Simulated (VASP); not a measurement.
Crystal: GaH3.

```
Ga H
1.0
     6.82015    0.00000    0.00000
    -3.41008    5.90643    0.00000
     0.00000    0.00000    3.50022
Ga H
3 9
Cartesian
  3.4101 0.0000 0.0000
  1.7050 2.9532 0.0000
  -1.7050 2.9532 0.0000
  3.4101 0.0000 1.7501
  0.8525 4.4298 0.0000
  2.5576 1.4766 0.0000
  -0.8525 4.4298 0.0000
  4.2626 1.4766 0.0000
  1.7050 2.9532 1.7501
  0.0000 2.9532 0.0000
  3.4101 2.9532 0.0000
  -1.7050 2.9532 1.7501
```

```yaml
Program: VASP 6.6.1
Task: relaxation of cell and atoms
Functional: PBE
Potentials_or_basis: VASP PAW PBE potentials, release 64 (Ga_d, H)
Cutoff: 600 eV
k_mesh: 3 × 3 × 6
Occupations: gaussian, width 0.1 eV
Spin: no spin polarisation
```

At the start: pressure 4.2 GPa; volume 11.75 Å³/atom.

Question: Where does the relaxation end?

Answer: Over 8 steps the energy falls by 135.0 meV/atom and the volume is 11.52 Å³/atom (-2.0 %); space group P6/mmm (No. 191, to 0.05 Å).

Step by step:
```csv
step,energy change (eV),largest force (eV/Å),pressure (GPa),volume (Å³)
1,0.0000,1.1558,4.15,141.00
2,-0.4897,0.9239,1.19,147.29
3,-0.8630,0.5524,-2.69,158.52
4,-0.8715,0.5013,-3.14,160.17
5,-1.1294,0.4093,-2.46,155.05
6,-1.5435,0.1209,0.25,140.35
7,-1.5594,0.0431,1.01,136.85
8,-1.6194,0.0121,-0.04,138.18
```

Final structure:
```
CELL_PARAMETERS angstrom
6.75247 0.00000 0.00000
-3.37623 5.84781 0.00000
0.00000 0.00000 3.49941
ATOMIC_POSITIONS crystal
Ga 0.50000 0.00000 0.00000
Ga 0.50000 0.50000 0.00000
Ga 0.00000 0.50000 0.00000
H 0.50000 0.00000 0.50000
H 0.57925 0.78962 0.00000
H 0.42075 0.21038 0.00000
H 0.21038 0.78962 0.00000
H 0.78962 0.21038 0.00000
H 0.50000 0.50000 0.50000
H 0.21038 0.42075 0.00000
H 0.78962 0.57925 0.00000
H 0.00000 0.50000 0.50000
```
